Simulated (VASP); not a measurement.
# Re in VASP: notebook

Re is run at these levels: PBE; tasks: single point.

All numbers are computed with VASP 6.6.1; they aren't measurements. Logs are shortened: lines on timing, memory, paths and dates and some standing lists are left out, and cuts for length are marked.

## 1. The cell of the first run

The typed cell holds 2 atoms: a = 2.765 Å, b = 2.765 Å, c = 4.474 Å, α = 90.00°, β = 90.00°, γ = 120.00°.

## 2. Single point, PBE

Contents of INCAR:

```
  PREC = Accurate
  ENCUT = 520
  EDIFF = 1E-7
  ISMEAR = -1
  SIGMA = 0.05
  LREAL = F
  LASPH = T
  NELM = 80
  ALGO = Normal
  ISIF = 2
  LWAVE = F
  LCHARG = F
  GGA = PE
  NBANDS = 14
```

Contents of KPOINTS:

```
Automatic mesh
0
Gamma
  9 9 5
```

Contents of POSCAR:

```
Re
1.0
    2.7653363785      0.0000000000      0.0000000000
   -1.3826681893      2.3948515538      0.0000000000
    0.0000000000      0.0000000000      4.4735766300
Re
2
Direct
    0.1669847486      0.5838052875      0.2499999648
    0.8330157186      0.9161949919      0.7499998944
```

Potentials or basis: VASP PAW PBE potentials, release 64 (Re).

Run with:

```sh
$ cat potpaw_PBE.64/Re/POTCAR > POTCAR
$ mpirun -np 1 vasp_std > vasp.out
```

OUTCAR:

```text
PREC = Accurate
   ENCUT = 520
   EDIFF = 1E-7
   ISMEAR = -1
   LREAL = F
   LASPH = T
   NELM = 80
   ISIF = 2
   GGA = PE

 ion  position               nearest neighbor table
   1  0.167  0.584  0.250-   2 2.75   2 2.75   2 2.75   2 2.75   2 2.75   2 2.75
   2  0.833  0.916  0.750-   1 2.75   1 2.75   1 2.75   1 2.75   1 2.75   1 2.75

  LATTYP: Found a hexagonal cell.
 ALAT       =     2.7653363785
 C/A-ratio  =     1.6177332583

  Lattice vectors:

 A1 = (   2.7653363785,   0.0000000000,   0.0000000000)
 A2 = (  -1.3826681893,   2.3948515538,   0.0000000000)
 A3 = (   0.0000000000,   0.0000000000,   4.4735766300)

Analysis of symmetry for initial positions (statically):
=====================================================================
 Subroutine PRICEL returns:
 Original cell was already a primitive cell.

 Routine SETGRP: Setting up the symmetry group for a
 hexagonal supercell.

 Subroutine GETGRP returns: Found  4 space group operations
 (whereof  1 operations were pure point group operations)
 out of a pool of 24 trial point group operations.

The static configuration has the point symmetry C_1 .
 The point group associated with its full space group is C_2h.

Analysis of symmetry for dynamics (positions and initial velocities):
=====================================================================
 Subroutine PRICEL returns:
 Original cell was already a primitive cell.

 Routine SETGRP: Setting up the symmetry group for a
 hexagonal supercell.

 Subroutine GETGRP returns: Found  4 space group operations
 (whereof  1 operations were pure point group operations)
 out of a pool of 24 trial point group operations.

The dynamic configuration has the point symmetry C_1 .
 The point group associated with its full space group is C_2h.

 Subroutine INISYM returns: Found  4 space group operations
 (whereof  1 operations are pure point group operations),
 and found     1 'primitive' translations

----------------------------------------------------------------------------------------

                                     Primitive cell

  volume of cell :      29.6266

  direct lattice vectors                    reciprocal lattice vectors
     2.765336378  0.000000000  0.000000000     0.361619660  0.208781208  0.000000000
    -1.382668189  2.394851554  0.000000000     0.000000000  0.417562416  0.000000000
     0.000000000  0.000000000  4.473576630     0.000000000  0.000000000  0.223534787

  length of vectors
     2.765336378  2.765336379  4.473576630     0.417562416  0.417562416  0.223534787

  position of ions in fractional coordinates (direct lattice)
     0.166984749  0.583805287  0.249999965
     0.833015719  0.916194992  0.749999894

  ion indices of the primitive-cell ions
   primitive index   ion index
                 1           1
                 2           2

----------------------------------------------------------------------------------------

 KPOINTS: Automatic mesh

Automatic generation of k-mesh.
 Grid dimensions read from file:
 generate k-points for:    9    9    5

 Generating k-lattice:

  Cartesian coordinates                     Fractional coordinates (reciprocal lattice)
     0.040179962  0.023197912  0.000000000     0.111111111 -0.000000000  0.000000000
     0.000000000  0.046395824  0.000000000     0.000000000  0.111111111  0.000000000
     0.000000000  0.000000000  0.044706957     0.000000000  0.000000000  0.200000000

  Length of vectors
     0.046395824  0.046395824  0.044706957

  Shift w.r.t. Gamma in fractional coordinates (k-lattice)
     0.000000000  0.000000000  0.000000000

 Subroutine IBZKPT returns following result:
 ===========================================

 Found    123 irreducible k-points:

 Following reciprocal coordinates:
            Coordinates               Weight
  0.000000  0.000000  0.000000      1.000000
  0.111111 -0.000000  0.000000      2.000000
  0.000000  0.111111  0.000000      2.000000
 -0.111111  0.111111  0.000000      2.000000
  0.222222 -0.000000  0.000000      2.000000
  0.000000  0.222222  0.000000      2.000000
[... 16 lines left out ...]
  0.333333  0.111111  0.000000      2.000000
 -0.111111  0.444444  0.000000      2.000000
 [... further k-points ...]
   k-points           NKPTS =    123   k-points in BZ     NKDIM =    123   number of bands    NBANDS=     14
   number of dos      NEDOS =    301   number of ions     NIONS =      2
   total plane-waves  NPLWV =  20736
   dimension x,y,z NGX =    24 NGY =   24 NGZ =   36
   dimension x,y,z NGXF=    48 NGYF=   48 NGZF=   72
   ions per type =               2
   NGX,Y,Z   is equivalent  to a cutoff of  14.43, 14.43, 13.38 a.u.
   NGXF,Y,Z  is equivalent  to a cutoff of  28.86, 28.86, 26.76 a.u.
 SYSTEM =  unknown system
   PREC   = accura    normal or accurate (medium, high low for compatibility)
   ISTART =      0    job   : 0-new  1-cont  2-samecut
   ICHARG =      2    charge: 1-file 2-atom 10-const
   ISPIN  =      1    spin polarized calculation?
   LNONCOLLINEAR =      F non collinear calculations
   LSORBIT =      F    spin-orbit coupling
   LASPH  =      T    aspherical Exc in radial PAW
   ENCUT  =  520.0 eV  38.22 Ry    6.18 a.u.   5.14  5.14  8.32*2*pi/ulx,y,z
   NELM   =     80;   NELMIN=  2; NELMDL= -5     # of ELM steps
   EDIFF  = 0.1E-06   stopping-criterion for ELM
   LREAL  =      F    real-space projection
   EDIFFG = 0.1E-05   stopping-criterion for IOM
   NSW    =      0    number of steps for IOM
   IBRION =     -1    ionic relax: 0-MD 1-quasi-New 2-CG
   NFREE  =      0    steps in history (QN), initial steepest desc. (CG)
   ISIF   =      2    stress and relaxation
   ISYM   =      2    0-nonsym 1-usesym 2-fastsym
   POTIM  = 0.5000    time-step for ionic-motion
   TEBEG  =    0.0;   TEEND  =   0.0 temperature during run
   PSTRESS=    0.0 pullay stress
   NELECT =      14.0000    total number of electrons
   NUPDOWN=      -1.0000    fix difference up-down
   EMIN   =  10.00;   EMAX   =-10.00  energy-range for DOS
   EFERMI =   0.00;   METHOD = LEGACY
   ISMEAR =    -1;   SIGMA  =   0.05  broadening in eV -4-tet -1-fermi 0-gaus
   EFERMI_NEDOS =   21; number of points for ismear=-14 and -15
   IALGO  =     38    algorithm
   IMIX   =      4    mixing-type and parameters
     AMIX     =   0.40;   BMIX     =  1.00
     AMIX_MAG =   1.60;   BMIX_MAG =  1.00
  volume/ion in A,a.u.               =      14.81        99.96
  Fermi-wavevector in a.u.,A,eV,Ry     =   1.275138  2.409661 22.122743  1.625976
  Thomas-Fermi vector in A             =   2.407867
   LORBIT       =      0    0 simple, 1 ext, 2 COOP (PROOUT), +10 PAW based schemes
   GGA     = PE    functional components
   LHFCALC =     F    Hartree Fock is set to
   AEXX    =    0.0000 exact exchange contribution
   IVDW    =     0    specifies the selected vdW correction
   LEPSILON=     F    determine dielectric tensor
   LRPA    =     F    only Hartree local field effects (RPA)
 non-spin polarized calculation
  energy-cutoff  :      520.00
  volume of cell :       29.63
 maximum number of plane-waves:       814
 NGX is ok and might be reduce to    24
   NGX = 11   NGY = 11   NGZ = 17

 number of electron      14.0000000 magnetization

 Free energy of the ion-electron system (eV)
  ---------------------------------------------------
  ext. energy  EPLUGINS =         0.00000000
  ---------------------------------------------------
  free energy    TOTEN  =       -24.85138808 eV

  energy without entropy =      -24.83185188  energy(sigma->0) =      -24.84161998

 E-fermi :   7.7569     XC(G=0): -13.6932

 val. band max:        7.7488304987   @ k =  -0.1111   0.2222   0.2000
 cond. band min:       7.7583973136   @ k =  -0.1111  -0.4444   0.4000
 fundamental gap:      0.0095668149
 Fermi energy:         7.7569146456

 k-point     1 :       0.0000    0.0000    0.0000
  band No.  band energies     occupation
      1      -2.0176      2.00000
      2       1.2267      2.00000
      3       6.2195      2.00000
      4       6.2436      2.00000
      5       6.2476      2.00000
      6       7.0655      2.00000
      7       7.0708      2.00000
      8       7.9987      0.01575
      9       8.0139      0.01165
     10       8.3855      0.00001
     11      11.1261      0.00000
     12      11.1462      0.00000
     13      17.7098      0.00000
     14      21.9506      0.00000

 k-point     2 :       0.1111   -0.0000    0.0000
  band No.  band energies     occupation
      1      -1.5239      2.00000
      2       1.6815      2.00000
      3       5.4525      2.00000
      4       6.6717      2.00000
      5       6.7036      2.00000
      6       6.8182      2.00000
      7       6.9562      2.00000
      8       7.4973      1.98894
      9       7.6535      1.77574
     10       7.8495      0.27116
     11      11.3626      0.00000
     12      12.8986      0.00000
     13      17.6569      0.00000
     14      23.0061      0.00000

 k-point     3 :       0.0000    0.1111    0.0000
  band No.  band energies     occupation
      1      -1.5240      2.00000
      2       1.6808      2.00000
      3       5.4556      2.00000
      4       6.6757      2.00000
      5       6.7004      2.00000
      6       6.8144      2.00000
      7       6.9486      2.00000
      8       7.5015      1.98798
      9       7.6439      1.81114
     10       7.8613      0.22053
     11      11.3757      0.00000
     12      12.8867      0.00000
     13      17.6576      0.00000
     14      23.0082      0.00000
[... 324 lines left out ...]
 k-point    23 :       0.3333    0.1111    0.0000
  band No.  band energies     occupation
      1       2.0483      2.00000
      2       2.5636      2.00000
      3       2.9880      2.00000
      4       5.1113      2.00000
      5       5.7729      2.00000
      6       6.6506      2.00000
      7       6.8347      2.00000
      8      10.0491      0.00000
      9      11.0983      0.00000
     10      11.8176      0.00000
     11      12.4068      0.00000
     12      17.2757      0.00000
     13      17.8710      0.00000
     14      19.8807      0.00000

 k-point    24 :      -0.1111    0.4444    0.0000
  band No.  band energies     occupation
      1       2.0438      2.00000
      2       2.5619      2.00000
      3       2.9802      2.00000
      4       5.1158      2.00000
      5       5.7728      2.00000
      6       6.6629      2.00000
      7       6.8405      2.00000
      8      10.0444      0.00000
      9      11.1010      0.00000
     10      11.8197      0.00000
     11      12.4044      0.00000
     12      17.2756      0.00000
     13      17.8709      0.00000
     14      19.9271      0.00000

 [... further k-points ...]
[... 5 lines left out ...]
  --------------------------------------------------------------------------------------
  -------------------------------------------------------------------------------------
  Total        0.7474279      0.7439968      0.1939894      0.0002902      0.0000000      0.0000000
  in kB       40.4201963     40.2346467     10.4907631      0.0156916      0.0000000      0.0000000
  external PRESSURE =      30.3818687 kB  Pullay stress =       0.0000000 kB

 VOLUME and BASIS-vectors are now :
 -----------------------------------------------------------------------------
  energy-cutoff  :      520.00
  volume of cell :       29.63
      direct lattice vectors                 reciprocal lattice vectors
     2.765336378  0.000000000  0.000000000     0.361619660  0.208781208  0.000000000
    -1.382668189  2.394851554  0.000000000     0.000000000  0.417562416  0.000000000
     0.000000000  0.000000000  4.473576630     0.000000000  0.000000000  0.223534787

 POSITION                                       TOTAL-FORCE (eV/Angst)
 -----------------------------------------------------------------------------------
     -0.34544      1.39813      1.11839        -0.001591     -0.008009      0.000000
      1.03678      2.19415      3.35518         0.001591      0.008009     -0.000000
 -----------------------------------------------------------------------------------
    total drift:                               -0.000000      0.000002     -0.000000

  FREE ENERGIE OF THE ION-ELECTRON SYSTEM (eV)
  ---------------------------------------------------
  free  energy   TOTEN  =       -24.8513880751 eV

  energy  without entropy=      -24.8318518769  energy(sigma->0) =      -24.84161998
```

Wall time 29 s (1 thread of Intel Xeon Platinum 8488C (Sapphire Rapids), shared host); peak memory 0.18 GiB.

What came out:

```yaml
Free_energy: -24.8514 eV
Pressure: 3.0 GPa
Largest_force: 0.008 eV/Å
Band_gap_on_the_k_mesh: zero (band 7 reaches 9.01 eV, above the bottom of band 8 at 6.31 eV)
```

Forces on the atoms (eV/Å):
```
Re  -0.002 -0.008  0.000
Re   0.002  0.008  0.000
```

Levels at points of the mesh, in eV from the Fermi level:
| k point | band 5 | band 6 | band 7 | band 8 | band 9 | band 10 |
| --- | --- | --- | --- | --- | --- | --- |
| (0.00, 0.00, 0.00) | -1.51 | -0.69 | -0.69 | 0.24 | 0.26 | 0.63 |

Caveat: spin-orbit coupling is left out, which moves the levels of the heavy elements.

## 3. Single point, PBE

Contents of INCAR:

```
SYSTEM = Re
ALGO = Normal
EDIFF = 1E-6
ENCUT = 520
GGA = PE
ISIF = 2
ISMEAR = -1
LASPH = .True.
LCHARG = .False.
LREAL = .False.
LWAVE = .False.
NBANDS = 14
NELM = 80
PREC = Accurate
SIGMA = 0.05
```

Contents of KPOINTS:

```
k-points
0
Gamma
  9 9 5
  0 0 0
```

Contents of POSCAR:

```
Re
1.0
    2.7653363785      0.0000000000      0.0000000000
   -1.3826681893      2.3948515538      0.0000000000
    0.0000000000      0.0000000000      4.4735766300
Re
2
Direct
    0.1669375600      0.5837000618      0.2499999648
    0.8330623368      0.9162998001      0.7499998944
```

Potentials or basis: VASP PAW PBE potentials, release 64 (Re).

Run with:

```sh
$ cat potpaw_PBE.64/Re/POTCAR > POTCAR
$ mpirun -np 1 vasp_std > vasp.out
```

OUTCAR:

```text
SYSTEM = Re
   EDIFF = 1E-6
   ENCUT = 520
   GGA = PE
   ISIF = 2
   ISMEAR = -1
   LASPH = .True.
   LREAL = .False.
   NELM = 80
   PREC = Accurate

 ion  position               nearest neighbor table
   1  0.167  0.584  0.250-   2 2.75   2 2.75   2 2.75   2 2.75   2 2.75   2 2.75
   2  0.833  0.916  0.750-   1 2.75   1 2.75   1 2.75   1 2.75   1 2.75   1 2.75

  LATTYP: Found a hexagonal cell.
 ALAT       =     2.7653363785
 C/A-ratio  =     1.6177332583

  Lattice vectors:

 A1 = (   2.7653363785,   0.0000000000,   0.0000000000)
 A2 = (  -1.3826681893,   2.3948515538,   0.0000000000)
 A3 = (   0.0000000000,   0.0000000000,   4.4735766300)

Analysis of symmetry for initial positions (statically):
=====================================================================
 Subroutine PRICEL returns:
 Original cell was already a primitive cell.

 Routine SETGRP: Setting up the symmetry group for a
 hexagonal supercell.

 Subroutine GETGRP returns: Found  4 space group operations
 (whereof  1 operations were pure point group operations)
 out of a pool of 24 trial point group operations.

The static configuration has the point symmetry C_1 .
 The point group associated with its full space group is C_2h.
[... 170 lines left out ...]
  band No.  band energies     occupation
      1      -2.0176      2.00000
      2       1.2267      2.00000
      3       6.2196      2.00000
      4       6.2441      2.00000
      5       6.2472      2.00000
      6       7.0661      2.00000
      7       7.0702      2.00000
      8       8.0004      0.01526
      9       8.0124      0.01202
     10       8.3855      0.00001
     11      11.1283      0.00000
     12      11.1441      0.00000
     13      17.7099      0.00000
     14      21.9507      0.00000
[... 377 lines left out ...]
      1       2.0445      2.00000
      2       2.5622      2.00000
      3       2.9813      2.00000
      4       5.1153      2.00000
      5       5.7728      2.00000
      6       6.6614      2.00000
      7       6.8399      2.00000
      8      10.0450      0.00000
      9      11.1005      0.00000
     10      11.8193      0.00000
     11      12.4049      0.00000
     12      17.2756      0.00000
     13      17.8711      0.00000
     14      19.9718      0.00000

 [... further k-points ...]
[... 5 lines left out ...]
  --------------------------------------------------------------------------------------
  -------------------------------------------------------------------------------------
  Total        0.7465717      0.7439301      0.1927423      0.0003163      0.0000000      0.0000000
  in kB       40.3738943     40.2310429     10.4233226      0.0171042      0.0000000      0.0000000
  external PRESSURE =      30.3427532 kB  Pullay stress =       0.0000000 kB

 VOLUME and BASIS-vectors are now :
 -----------------------------------------------------------------------------
  energy-cutoff  :      520.00
  volume of cell :       29.63
      direct lattice vectors                 reciprocal lattice vectors
     2.765336378  0.000000000  0.000000000     0.361619660  0.208781208  0.000000000
    -1.382668189  2.394851554  0.000000000     0.000000000  0.417562416  0.000000000
     0.000000000  0.000000000  4.473576630     0.000000000  0.000000000  0.223534787

 POSITION                                       TOTAL-FORCE (eV/Angst)
 -----------------------------------------------------------------------------------
     -0.34542      1.39787      1.11839        -0.001694     -0.006220     -0.000000
      1.03676      2.19440      3.35518         0.001694      0.006220      0.000000
 -----------------------------------------------------------------------------------
    total drift:                                0.000008      0.000002     -0.000000

  FREE ENERGIE OF THE ION-ELECTRON SYSTEM (eV)
  ---------------------------------------------------
  free  energy   TOTEN  =       -24.8513917927 eV

  energy  without entropy=      -24.8318545009  energy(sigma->0) =      -24.84162315
```

OSZICAR:

```text
N       E                     dE             d eps       ncg     rms          rms(c)
DAV:   1     0.189011732040E+02    0.18901E+02   -0.66324E+03  6880   0.125E+03
DAV:   2    -0.252318128505E+02   -0.44133E+02   -0.39341E+02  5632   0.279E+02
DAV:   3    -0.262507617334E+02   -0.10189E+01   -0.98792E+00  5272   0.441E+01
DAV:   4    -0.262609986751E+02   -0.10237E-01   -0.10224E-01  5368   0.295E+00
DAV:   5    -0.262611920523E+02   -0.19338E-03   -0.19335E-03  5294   0.747E-01    0.422E+01
DAV:   6    -0.252169516285E+02    0.10442E+01   -0.79889E-01  6016   0.252E+01    0.171E+01
DAV:   7    -0.248650156641E+02    0.35194E+00   -0.54814E-01  6064   0.202E+01    0.662E-01
DAV:   8    -0.248520985488E+02    0.12917E-01   -0.83821E-03  6108   0.106E+00    0.212E-01
DAV:   9    -0.248513746944E+02    0.72385E-03   -0.41332E-04  6512   0.225E-01    0.399E-02
DAV:  10    -0.248513903996E+02   -0.15705E-04   -0.40830E-05  5494   0.476E-02    0.122E-02
DAV:  11    -0.248513922456E+02   -0.18460E-05   -0.21264E-07  3198   0.226E-02    0.353E-03
DAV:  12    -0.248513917927E+02    0.45291E-06   -0.24271E-07  2814   0.108E-02
   1 F= -.24851392E+02 E0= -.24841623E+02  d E =-.195373E-01
```

stdout:

```text
POSCAR found type information on POSCAR Re
 POSCAR found :  1 types and       2 ions
 scaLAPACK will be used
 LDA part: xc-table for (Slater+PW92), standard interpolation
 POSCAR, INCAR and KPOINTS ok, starting setup
 FFT: planning ... GRIDC
 FFT: planning ... GRID_SOFT
 FFT: planning ... GRID
 WAVECAR not read
 entering main loop
```

Wall time 24 s (1 thread of Intel Xeon Platinum 8488C (Sapphire Rapids), shared host); peak memory 0.18 GiB.

Results:

* Free energy: -24.8514 eV
* Pressure: 3.0 GPa
* Largest force: 0.006 eV/Å
* Band gap on the k mesh: zero (band 7 reaches 9.01 eV, above the bottom of band 8 at 6.31 eV)

Forces on the atoms (eV/Å):
```
Re  -0.002 -0.006  0.000
Re   0.002  0.006  0.000
```

Caveat: spin-orbit coupling is left out, which moves the levels of the heavy elements.
